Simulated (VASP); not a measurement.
# Te2Mo (P6_3/mmc) in VASP: a series of runs

Runs on Te2Mo. Level: PBE+D3(BJ). Tasks: single point.

All numbers are computed with VASP 6.6.1; they aren't measurements. Logs are shortened: lines on timing, memory, paths and dates and some standing lists are left out, and cuts for length are marked.

### Step 1. The cell of the first run

The structure is hexagonal, space group P6_3/mmc (No. 194). Conventional cell: a = 3.601 Å, b = 3.601 Å, c = 13.701 Å, α = 90.00°, β = 90.00°, γ = 120.00°. Te (site symmetry 3m) has 3 Mo at 2.76 Å within 3.6 Å. Mo (site symmetry -6m2) has 6 Te at 2.76 Å within 3.6 Å.

### Step 2. Single point, PBE+D3(BJ) (strain +0.0300 x Voigt [1, 1, 0, 0, 0, 0])

INCAR

```
SYSTEM = Te2Mo
PREC     = Accurate       ! precision mode
ENCUT    = 520            ! plane-wave cutoff, eV
EDIFF    = 1E-6           ! SCF threshold, eV
ISMEAR   = 0              ! smearing method
SIGMA    = 0.05           ! smearing width, eV
LREAL    = .False.        ! projectors in reciprocal space
LASPH    = .True.         ! aspherical terms in the spheres
NELM     = 80             ! most SCF steps
ALGO     = Normal         ! electronic algorithm
ISIF     = 2              ! what is computed and relaxed
LWAVE    = .False.        ! write WAVECAR
LCHARG   = .False.        ! write CHGCAR
GGA      = PE             ! functional
IVDW     = 12             ! dispersion correction
NBANDS   = 35             ! bands
```

KPOINTS

```
regular mesh
0
Gamma
  12 12 2
  0 0 0
```

POSCAR

```
Te2Mo
1.0
    3.6012931842      0.0000000000      0.0000000000
   -1.8006465921      3.1188113840      0.0000000000
    0.0000000000      0.0000000000     13.7008448353
Te Mo
4 2
Direct
    0.3333333333      0.6666666667      0.6173401526
    0.6666666667      0.3333333333      0.1173401526
    0.3333333333      0.6666666667      0.8826598474
    0.6666666667      0.3333333333      0.3826598474
    0.3333333333      0.6666666667      0.2500000000
    0.6666666667      0.3333333333      0.7500000000
```

Potentials or basis: VASP PAW PBE potentials, release 64 (Te, Mo_sv).

Command:

```sh
$ cat potpaw_PBE.64/Te/POTCAR potpaw_PBE.64/Mo_sv/POTCAR > POTCAR
$ mpirun -np 1 vasp_std > vasp.out
```

OUTCAR:

```text
SYSTEM = Te2Mo
   PREC = Accurate
   ENCUT = 520
   EDIFF = 1E-6
   ISMEAR = 0
   LREAL = .False.
   LASPH = .True.
   NELM = 80
   ISIF = 2
   GGA = PE
   IVDW = 12
 IVDW          = 12

 ion  position               nearest neighbor table
   1  0.333  0.667  0.617-   6 2.76   6 2.76   6 2.76   3 3.64
   2  0.667  0.333  0.117-   5 2.76   5 2.76   5 2.76   4 3.64
   3  0.333  0.667  0.883-   6 2.76   6 2.76   6 2.76   1 3.64
   4  0.667  0.333  0.383-   5 2.76   5 2.76   5 2.76   2 3.64
   5  0.333  0.667  0.250-   2 2.76   4 2.76   2 2.76   4 2.76   2 2.76   4 2.76
   6  0.667  0.333  0.750-   1 2.76   3 2.76   1 2.76   3 2.76   1 2.76   3 2.76

  LATTYP: Found a hexagonal cell.
 ALAT       =     3.6012931842
 C/A-ratio  =     3.8044236152

  Lattice vectors:

 A1 = (   3.6012931842,   0.0000000000,   0.0000000000)
 A2 = (  -1.8006465921,   3.1188113840,   0.0000000000)
 A3 = (   0.0000000000,   0.0000000000,  13.7008448353)

Analysis of symmetry for initial positions (statically):
=====================================================================
 Subroutine PRICEL returns:
 Original cell was already a primitive cell.

 Routine SETGRP: Setting up the symmetry group for a
 hexagonal supercell.

 Subroutine GETGRP returns: Found 24 space group operations
 (whereof 12 operations were pure point group operations)
 out of a pool of 24 trial point group operations.

The static configuration has the point symmetry D_3d.
 The point group associated with its full space group is D_6h.

Analysis of symmetry for dynamics (positions and initial velocities):
=====================================================================
 Subroutine PRICEL returns:
 Original cell was already a primitive cell.

 Routine SETGRP: Setting up the symmetry group for a
 hexagonal supercell.

 Subroutine GETGRP returns: Found 24 space group operations
 (whereof 12 operations were pure point group operations)
 out of a pool of 24 trial point group operations.

The dynamic configuration has the point symmetry D_3d.
 The point group associated with its full space group is D_6h.

 Subroutine INISYM returns: Found 24 space group operations
 (whereof 12 operations are pure point group operations),
 and found     1 'primitive' translations

[... 102 lines left out ...]
   EDIFF  = 0.1E-05   stopping-criterion for ELM
   LREAL  =      F    real-space projection
   EDIFFG = 0.1E-04   stopping-criterion for IOM
   NSW    =      0    number of steps for IOM
   IBRION =     -1    ionic relax: 0-MD 1-quasi-New 2-CG
   NFREE  =      0    steps in history (QN), initial steepest desc. (CG)
   ISIF   =      2    stress and relaxation
   ISYM   =      2    0-nonsym 1-usesym 2-fastsym
   POTIM  = 0.5000    time-step for ionic-motion
   TEBEG  =    0.0;   TEEND  =   0.0 temperature during run
   PSTRESS=    0.0 pullay stress
   NELECT =      52.0000    total number of electrons
   NUPDOWN=      -1.0000    fix difference up-down
   EMIN   =  10.00;   EMAX   =-10.00  energy-range for DOS
   EFERMI =   0.00;   METHOD = LEGACY
   ISMEAR =     0;   SIGMA  =   0.05  broadening in eV -4-tet -1-fermi 0-gaus
   EFERMI_NEDOS =   21; number of points for ismear=-14 and -15
   IALGO  =     38    algorithm
   IMIX   =      4    mixing-type and parameters
     AMIX     =   0.40;   BMIX     =  1.00
     AMIX_MAG =   1.60;   BMIX_MAG =  1.00
  volume/ion in A,a.u.               =      25.65       173.08
  Fermi-wavevector in a.u.,A,eV,Ry     =   1.140279  2.154814 17.690774  1.300235
  Thomas-Fermi vector in A             =   2.276981
   LORBIT       =      0    0 simple, 1 ext, 2 COOP (PROOUT), +10 PAW based schemes
   GGA     = PE    functional components
   LHFCALC =     F    Hartree Fock is set to
   AEXX    =    0.0000 exact exchange contribution
   IVDW    =    12    specifies the selected vdW correction
   LEPSILON=     F    determine dielectric tensor
   LRPA    =     F    only Hartree local field effects (RPA)
 non-spin polarized calculation
 Gauss-broadening in eV      SIGMA  =   0.05
  energy-cutoff  :      520.00
  volume of cell :      153.88
 maximum number of plane-waves:      4174
 NGX is ok and might be reduce to    28
   NGX = 13   NGY = 13   NGZ = 51

 number of electron      52.0000000 magnetization

 Free energy of the ion-electron system (eV)
  ---------------------------------------------------
  ext. energy  EPLUGINS =         0.00000000
  ---------------------------------------------------
  free energy    TOTEN  =       -35.93847911 eV

  energy without entropy =      -35.93847911  energy(sigma->0) =      -35.93847911

 E-fermi :   8.2940     XC(G=0): -10.3579

 val. band max:        7.9663867444   @ k =   0.0000   0.0000   0.0000
 cond. band min:       8.5465635281   @ k =   0.2500   0.1667   0.0000
 fundamental gap:      0.5801767837
 Fermi energy:         8.2939763303

 k-point     1 :       0.0000    0.0000    0.0000
  band No.  band energies     occupation
      1     -53.0789      2.00000
      2     -53.0789      2.00000
      3     -27.1933      2.00000
      4     -27.1933      2.00000
      5     -27.1250      2.00000
      6     -27.1250      2.00000
[... 901 lines left out ...]
     34      11.0425      0.00000
     35      12.7752      0.00000

 [... further k-points ...]

------------------------ aborting loop because EDIFF is reached ----------------------------------------

 Edisp (eV)   -3.13245

 E8    (eV) :    -1.4449

  FORCE on cell =-STRESS in cart. coord.  units (eV):
  Direction    XX          YY          ZZ          XY          YZ          ZX
  --------------------------------------------------------------------------------------
  -------------------------------------------------------------------------------------
  Total      -5.30813    -5.30813    -3.72090     0.00000     0.00000     0.00000
  in kB     -55.26594   -55.26594   -38.74036     0.00000     0.00000     0.00000
  external pressure =      -49.76 kB  Pullay stress =        0.00 kB

 VOLUME and BASIS-vectors are now :
 -----------------------------------------------------------------------------
  energy-cutoff  :      520.00
  volume of cell :      153.88
      direct lattice vectors                 reciprocal lattice vectors
     3.601293184  0.000000000  0.000000000     0.277678031  0.160317486  0.000000000
    -1.800646592  3.118811384  0.000000000     0.000000000  0.320634972  0.000000000
     0.000000000  0.000000000 13.700844835     0.000000000  0.000000000  0.072988200

 POSITION                                       TOTAL-FORCE (eV/Angst)
 -----------------------------------------------------------------------------------
     -0.00000      2.07921      8.45808         0.000000     -0.000000      0.469461
      1.80065      1.03960      1.60766         0.000000      0.000000      0.469461
     -0.00000      2.07921     12.09319         0.000000      0.000000     -0.469461
      1.80065      1.03960      5.24276         0.000000      0.000000     -0.469461
     -0.00000      2.07921      3.42521         0.000000     -0.000000      0.000000
      1.80065      1.03960     10.27563        -0.000000      0.000000      0.000000
 -----------------------------------------------------------------------------------
    total drift:                                0.000000     -0.000000      0.000000

  FREE ENERGIE OF THE ION-ELECTRON SYSTEM (eV)
  ---------------------------------------------------
  free  energy   TOTEN  =       -39.0709285623 eV

  energy  without entropy=      -39.0709285623  energy(sigma->0) =      -39.07092856
```

OSZICAR:

```text
N       E                     dE             d eps       ncg     rms          rms(c)
DAV:   1     0.388385708853E+03    0.38839E+03   -0.26930E+04  3052   0.133E+03
DAV:   2    -0.158072468441E+02   -0.40419E+03   -0.39135E+03  3260   0.315E+02
DAV:   3    -0.367989873639E+02   -0.20992E+02   -0.20507E+02  3263   0.621E+01
DAV:   4    -0.372947628720E+02   -0.49578E+00   -0.49390E+00  3137   0.952E+00
DAV:   5    -0.373063256957E+02   -0.11563E-01   -0.11560E-01  3335   0.151E+00    0.196E+01
DAV:   6    -0.366294534645E+02    0.67687E+00   -0.72808E+00  2865   0.147E+01    0.927E+00
DAV:   7    -0.363974026244E+02    0.23205E+00   -0.62409E+00  2792   0.121E+01    0.613E+00
DAV:   8    -0.359459796063E+02    0.45142E+00   -0.92290E-01  2837   0.528E+00    0.252E+00
DAV:   9    -0.359460302822E+02   -0.50676E-04   -0.23797E-01  3041   0.223E+00    0.102E+00
DAV:  10    -0.359382233129E+02    0.78070E-02   -0.34130E-02  2853   0.108E+00    0.395E-01
DAV:  11    -0.359385349881E+02   -0.31168E-03   -0.18929E-03  2999   0.202E-01    0.222E-01
DAV:  12    -0.359385470762E+02   -0.12088E-04   -0.82840E-05  3093   0.407E-02    0.171E-01
DAV:  13    -0.359384795276E+02    0.67549E-04   -0.21527E-04  2871   0.807E-02    0.317E-02
DAV:  14    -0.359384791063E+02    0.42129E-06   -0.16294E-05  3229   0.178E-02    0.251E-02
DAV:  15    -0.359384791142E+02   -0.79126E-08   -0.57555E-07  1659   0.359E-03
   1 F= -.39070929E+02 E0= -.39070929E+02  d E =-.970409E-14
```

Wall time 94 s (1 thread of Intel Xeon Platinum 8481C at 2.70GHz (Sapphire Rapids), shared host); peak memory 0.38 GiB.

What came out:

```
Free energy                : -39.0709 eV
Pressure                   : -5.0 GPa
Largest force              : 0.469 eV/Å
Band gap on the k mesh     : 0.58 eV, indirect (least direct gap 0.90 eV)
Dispersion energy per atom : -0.522 eV
```

Forces in eV/Å, atoms in the order of the input:
```
Te   0.000  0.000  0.469
Te   0.000  0.000  0.469
Te   0.000  0.000 -0.469
Te   0.000  0.000 -0.469
Mo   0.000  0.000  0.000
Mo   0.000  0.000  0.000
```

Stress tensor (GPa, compression positive):
```
-5.53  0.00  0.00
 0.00 -5.53  0.00
 0.00  0.00 -3.87
```

Caveat: the cell differs from its parent crystal (strain +0.0300 x Voigt [1, 1, 0, 0, 0, 0]); spin-orbit coupling is left out, which moves the levels of the heavy elements. A k mesh can miss the band edges.

### Step 3. Single point, PBE+D3(BJ)

INCAR

```
ALGO = Normal
EDIFF = 1E-7
ENCUT = 520
GGA = PE
ISIF = 2
ISMEAR = 0
IVDW = 12
LASPH = True
LCHARG = True
LELF = True
LREAL = False
LVHAR = True
LWAVE = False
NBANDS = 35
NELM = 80
PREC = Accurate
SIGMA = 0.05
```

KPOINTS

```
k-points
0
Gamma
  12 12 2
```

POSCAR is that of step 2.

Potentials or basis: VASP PAW PBE potentials, release 64 (Te, Mo_sv).

Command:

```sh
$ cat potpaw_PBE.64/Te/POTCAR potpaw_PBE.64/Mo_sv/POTCAR > POTCAR
$ mpirun -np 1 vasp_std > vasp.out
```

OUTCAR:

```text
EDIFF = 1E-7
   ENCUT = 520
   GGA = PE
   ISIF = 2
   ISMEAR = 0
   IVDW = 12
   LASPH = True
   LREAL = False
   NELM = 80
   PREC = Accurate
 IVDW          = 12

 ion  position               nearest neighbor table
   1  0.333  0.667  0.617-   6 2.76   6 2.76   6 2.76   3 3.64
   2  0.667  0.333  0.117-   5 2.76   5 2.76   5 2.76   4 3.64
   3  0.333  0.667  0.883-   6 2.76   6 2.76   6 2.76   1 3.64
   4  0.667  0.333  0.383-   5 2.76   5 2.76   5 2.76   2 3.64
   5  0.333  0.667  0.250-   2 2.76   4 2.76   2 2.76   4 2.76   2 2.76   4 2.76
   6  0.667  0.333  0.750-   1 2.76   3 2.76   1 2.76   3 2.76   1 2.76   3 2.76

  LATTYP: Found a hexagonal cell.
 ALAT       =     3.6012931842
 C/A-ratio  =     3.8044236152

  Lattice vectors:

 A1 = (   3.6012931842,   0.0000000000,   0.0000000000)
 A2 = (  -1.8006465921,   3.1188113840,   0.0000000000)
 A3 = (   0.0000000000,   0.0000000000,  13.7008448353)

Analysis of symmetry for initial positions (statically):
=====================================================================
 Subroutine PRICEL returns:
[... 185 lines left out ...]
 cond. band min:       8.5465639630   @ k =   0.2500   0.1667   0.0000
 fundamental gap:      0.5801765600
 Fermi energy:         8.2939763110

 k-point     1 :       0.0000    0.0000    0.0000
  band No.  band energies     occupation
      1     -53.0789      2.00000
      2     -53.0789      2.00000
      3     -27.1933      2.00000
      4     -27.1933      2.00000
      5     -27.1250      2.00000
      6     -27.1250      2.00000
[... 901 lines left out ...]
     34      11.0425      0.00000
     35      12.7752      0.00000

 [... further k-points ...]

------------------------ aborting loop because EDIFF is reached ----------------------------------------

 Edisp (eV)   -3.13245

 E8    (eV) :    -1.4449

  FORCE on cell =-STRESS in cart. coord.  units (eV):
  Direction    XX          YY          ZZ          XY          YZ          ZX
  --------------------------------------------------------------------------------------
  -------------------------------------------------------------------------------------
  Total      -5.30831    -5.30831    -3.72136     0.00000    -0.00000     0.00000
  in kB     -55.26773   -55.26773   -38.74516     0.00000    -0.00000     0.00000
  external pressure =      -49.76 kB  Pullay stress =        0.00 kB

 VOLUME and BASIS-vectors are now :
 -----------------------------------------------------------------------------
  energy-cutoff  :      520.00
  volume of cell :      153.88
      direct lattice vectors                 reciprocal lattice vectors
     3.601293184  0.000000000  0.000000000     0.277678031  0.160317486  0.000000000
    -1.800646592  3.118811384  0.000000000     0.000000000  0.320634972  0.000000000
     0.000000000  0.000000000 13.700844835     0.000000000  0.000000000  0.072988200

 POSITION                                       TOTAL-FORCE (eV/Angst)
 -----------------------------------------------------------------------------------
     -0.00000      2.07921      8.45808         0.000000      0.000000      0.469423
      1.80065      1.03960      1.60766        -0.000000      0.000000      0.469423
     -0.00000      2.07921     12.09319         0.000000     -0.000000     -0.469423
      1.80065      1.03960      5.24276         0.000000      0.000000     -0.469423
     -0.00000      2.07921      3.42521        -0.000000      0.000000      0.000000
      1.80065      1.03960     10.27563        -0.000000     -0.000000      0.000000
 -----------------------------------------------------------------------------------
    total drift:                                0.000000     -0.000000      0.000000

  FREE ENERGIE OF THE ION-ELECTRON SYSTEM (eV)
  ---------------------------------------------------
  free  energy   TOTEN  =       -39.0709285688 eV

  energy  without entropy=      -39.0709285688  energy(sigma->0) =      -39.07092857
```

stdout:

```text
POSCAR found type information on POSCAR TeMo
 POSCAR found :  2 types and       6 ions
 scaLAPACK will be used
 LDA part: xc-table for (Slater+PW92), standard interpolation
 POSCAR, INCAR and KPOINTS ok, starting setup
 FFT: planning ... GRIDC
 FFT: planning ... GRID_SOFT
 FFT: planning ... GRID
 WAVECAR not read
 entering main loop
```

Wall time 96 s (1 thread of Intel Xeon Platinum 8481C at 2.70GHz (Sapphire Rapids), shared host); peak memory 0.38 GiB.

What came out:

| Property | Result |
| --- | --- |
| Free energy | -39.0709 eV |
| Pressure | -5.0 GPa |
| Largest force | 0.469 eV/Å |
| Band gap on the k mesh | 0.58 eV, indirect (least direct gap 0.90 eV) |
| Dispersion energy per atom | -0.522 eV |

Forces on the atoms (eV/Å):
```
Te   0.000  0.000  0.469
Te   0.000  0.000  0.469
Te   0.000  0.000 -0.469
Te   0.000  0.000 -0.469
Mo   0.000  0.000  0.000
Mo   0.000  0.000  0.000
```

Levels at points of the mesh, in eV from the valence-band top:
```tsv
k point	band 24	band 25	band 26	band 27	band 28	band 29
(0.00, 0.00, 0.00)	-1.02	-0.06	0.00	2.43	2.43	2.60
(0.50, 0.00, 0.00)	-1.00	-0.94	-0.55	0.95	1.03	1.18
(0.00, 0.00, 0.50)	-1.20	-0.01	-0.01	2.47	2.47	2.47
(0.50, 0.00, 0.50)	-1.03	-0.75	-0.75	0.98	0.98	1.35
```

Caveat: spin-orbit coupling is left out, which moves the levels of the heavy elements. As with any semilocal functional, this PBE gap is likely too small.

[end of part 1 of 2]
